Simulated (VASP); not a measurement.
Input of a VASP 6.6.1 run:

The input INCAR:

```
SYSTEM = Al
PREC = Accurate
ENCUT = 600
EDIFF = 1E-6
ISMEAR = -1
SIGMA = 0.1
LREAL = .False.
LASPH = .True.
NELM = 80
ALGO = Normal
ISIF = 3
LWAVE = .False.
LCHARG = .False.
GGA = PE
IBRION = 2
NSW = 32
EDIFFG = -0.005
PSTRESS = 540.0
```

KPOINTS

```
regular mesh
0
Gamma
  17 17 9
  0 0 0
```

The input POSCAR:

```
Al
1.0
    2.5524816512      0.0000000000      0.0000000000
   -1.2762408256      2.2105139527      0.0000000000
    0.0000000000      0.0000000000      4.1794888857
Al
2
Direct
    0.3333333333      0.6666666667      0.2500000000
    0.6666666667      0.3333333333      0.7500000000
```

Potentials or basis: VASP PAW PBE potentials, release 64 (Al).

Run with:

```sh
$ cat potpaw_PBE.64/Al/POTCAR > POTCAR
$ mpirun -np 1 vasp_std > vasp.out
```

Problem. Estimate the band gap on the k mesh.

Solution. Zero (band 3 reaches 15.80 eV, above the bottom of band 4 at 8.63 eV).

Final structure:
```cif
data_structure
_symmetry_space_group_name_H-M 'P 1'
_symmetry_Int_Tables_number 1
_cell_length_a 2.5525
_cell_length_b 2.5525
_cell_length_c 4.1795
_cell_angle_alpha 90.000
_cell_angle_beta 90.000
_cell_angle_gamma 120.000
_cell_volume 23.58
loop_
_atom_site_label
_atom_site_type_symbol
_atom_site_fract_x
_atom_site_fract_y
_atom_site_fract_z
_atom_site_occupancy
Al1 Al 0.33333 0.66667 0.25000 1
Al2 Al 0.66667 0.33333 0.75000 1
```

Caveat: the relaxation stopped at its first step, so nothing moved; the cell is relaxed towards a set pressure, so the enthalpy falls and the energy may rise.
